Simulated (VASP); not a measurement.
# Al3O in VASP: a series of runs, part 2 of 2

VASP 6.6.1. The steps go on from the part before.

### 4 Single point, LDA

Input file INCAR:

```
SYSTEM = Al3O
ALGO = Normal
DIPOL = 0.5 0.5 0.335
EDIFF = 1E-6
ENCUT = 520
IDIPOL = 3
ISIF = 2
ISMEAR = 0
LASPH = .True.
LCHARG = .True.
LDIPOL = .True.
LELF = .True.
LREAL = .False.
LVACPOTAV = .True.
LVHAR = .True.
LWAVE = .False.
NBANDS = 16
NELM = 60
PREC = Accurate
SIGMA = 0.1
```

Input file KPOINTS:

```
k-points
0
Gamma
  9 9 1
  0 0 0
```

Input file POSCAR:

```
Al3O
1.0
    2.8168432364      0.0000000000      0.0000000000
    0.0000000000      2.8168432364      0.0000000000
    0.0000000000      0.0000000000     21.1042970937
Al O
3 1
Direct
    0.5000000000      0.5000000000      0.1895348602
    0.0000000000      0.0000000000      0.2867549192
    0.5000000000      0.5000000000      0.3840117042
    1.0000000000      1.0000000000      0.4802006458
```

Started as:

```bash
> cat potpaw_LDA.64/Al/POTCAR potpaw_LDA.64/O/POTCAR > POTCAR
> mpirun -np 1 vasp_std > vasp.out
```

Run time: 44 s. Hardware: 1 thread of Intel Xeon Platinum 8488C (Sapphire Rapids), shared host; peak memory 0.23 GiB.

It converged, with:

```
Free energy   : -15.4284 eV
Largest force : 3.235 eV/Å
```

Forces in eV/Å, atoms in the order of the input:
```
Al   0.000  0.000 -0.159
Al   0.000  0.000  0.207
Al   0.000  0.000  3.186
O    0.000  0.000 -3.235
```

Levels at points of the mesh, in eV from the Fermi level:
| k point | band 5 | band 6 | band 7 | band 8 | band 9 | band 10 | band 11 | band 12 |
| --- | --- | --- | --- | --- | --- | --- | --- | --- |
| (0.00, 0.00, 0.00) | -2.16 | 0.14 | 0.14 | 0.28 | 3.03 | 4.73 | 6.09 | 6.27 |

Caveat: an odd number of electrons without spin polarisation forces a metal; a magnetic or distorted state may lie lower.

### 5 Single point, LDA

Input file INCAR:

```
SYSTEM = Al3O
PREC = Accurate
ENCUT = 520
EDIFF = 1E-6
ISMEAR = 0
SIGMA = 0.1
LREAL = .FALSE.
LASPH = .TRUE.
NELM = 80
ALGO = Normal
ISIF = 2
LWAVE = .FALSE.
LCHARG = .TRUE.
LDIPOL = .TRUE.
IDIPOL = 3
DIPOL = 0.5 0.5 0.346
LELF = .TRUE.
LVHAR = .TRUE.
LVACPOTAV = .TRUE.
NBANDS = 16
```

Input file KPOINTS:

```
Automatic mesh
0
G
  9 9 1
  0 0 0
```

POSCAR: that of step 4 with these lines changed.

```diff
@@ -11,2 +11,2 @@
     0.5000000000      0.5000000000      0.3840117042
-    1.0000000000      1.0000000000      0.4802006458
+    1.0000000000      1.0000000000      0.5228459894
```

Potentials or basis: VASP PAW LDA potentials, release 64 (Al, O).

Started as:

```bash
> cat potpaw_LDA.64/Al/POTCAR potpaw_LDA.64/O/POTCAR > POTCAR
> mpirun -np 1 vasp_std > vasp.out
```

OUTCAR:

```text
SYSTEM = Al3O
   PREC = Accurate
   ENCUT = 520
   EDIFF = 1E-6
   ISMEAR = 0
   LREAL = .FALSE.
   LASPH = .TRUE.
   NELM = 80
   ISIF = 2

 ion  position               nearest neighbor table
   1  0.500  0.500  0.190-   2 2.86   2 2.86   2 2.86   2 2.86
   2  0.000  0.000  0.287-   1 2.86   1 2.86   1 2.86   1 2.86   3 2.86   3 2.86   3 2.86   3 2.86

   3  0.500  0.500  0.384-   2 2.86   2 2.86   2 2.86   2 2.86
   4  0.000  0.000  0.523-

  LATTYP: Found a simple tetragonal cell.
[... 476 lines left out ...]
  --------------------------------------------------------------------------------------
  -------------------------------------------------------------------------------------
  Total       -4.3463608     -4.3463608     -2.4796719      0.0000000      0.0000000      0.0000000
  in kB      -41.5853258    -41.5853258    -23.7251277      0.0000000      0.0000000      0.0000000
  external PRESSURE =     -35.6319265 kB  Pullay stress =       0.0000000 kB

 VOLUME and BASIS-vectors are now :
 -----------------------------------------------------------------------------
  energy-cutoff  :      520.00
  volume of cell :      167.45
      direct lattice vectors                 reciprocal lattice vectors
     2.816843236  0.000000000  0.000000000     0.355007331  0.000000000  0.000000000
     0.000000000  2.816843236  0.000000000     0.000000000  0.355007331  0.000000000
     0.000000000  0.000000000 21.104297094     0.000000000  0.000000000  0.047383715

 POSITION                                       TOTAL-FORCE (eV/Angst)
 -----------------------------------------------------------------------------------
      1.40842      1.40842      4.00000         0.000000      0.000000     -0.198495
      0.00000      0.00000      6.05176         0.000000     -0.000000      0.037968
      1.40842      1.40842      8.10430         0.000000     -0.000000      1.264576
      0.00000      0.00000     11.03430        -0.000000     -0.000000     -1.104049
 -----------------------------------------------------------------------------------
    total drift:                                0.000000      0.000000     -0.001580

  FREE ENERGIE OF THE ION-ELECTRON SYSTEM (eV)
  ---------------------------------------------------
  free  energy   TOTEN  =       -13.6024421438 eV

  energy  without entropy=      -13.5819189655  energy(sigma->0) =      -13.59218055

 vacuum level on the upper side and lower side of the slab         7.414         2.244
```

OSZICAR:

```text
N       E                     dE             d eps       ncg     rms          rms(c)
DAV:   1     0.579828363154E+02    0.57983E+02   -0.47986E+03   480   0.660E+02
DAV:   2    -0.705643328909E+01   -0.65039E+02   -0.56523E+02   664   0.127E+02
DAV:   3    -0.162963394155E+02   -0.92399E+01   -0.83180E+01   576   0.450E+01
[... 16 lines left out ...]
DAV:  20    -0.136023111935E+02    0.10222E-04   -0.22138E-04   600   0.736E-02    0.101E-02
DAV:  21    -0.136024038239E+02   -0.92630E-04   -0.43339E-05   624   0.369E-02    0.241E-02
DAV:  22    -0.136024459536E+02   -0.42130E-04   -0.18411E-05   600   0.240E-02    0.311E-02
DAV:  23    -0.136024425027E+02    0.34509E-05   -0.34384E-06   664   0.981E-03    0.235E-02
DAV:  24    -0.136024421438E+02    0.35893E-06   -0.33527E-07   440   0.341E-03
   1 F= -.13602442E+02 E0= -.13592181E+02  d E =-.205232E-01
```

It took 41 s on 1 thread of Intel Xeon Platinum 8488C (Sapphire Rapids), shared host; peak memory 0.23 GiB.

What came out:

| Property | Result |
| --- | --- |
| Free energy | -13.6024 eV |
| Largest force | 1.265 eV/Å |

Forces on the atoms (eV/Å):
```
Al   0.000  0.000 -0.198
Al   0.000  0.000  0.038
Al   0.000  0.000  1.265
O    0.000  0.000 -1.104
```

Caveat: an odd number of electrons without spin polarisation forces a metal; a magnetic or distorted state may lie lower.
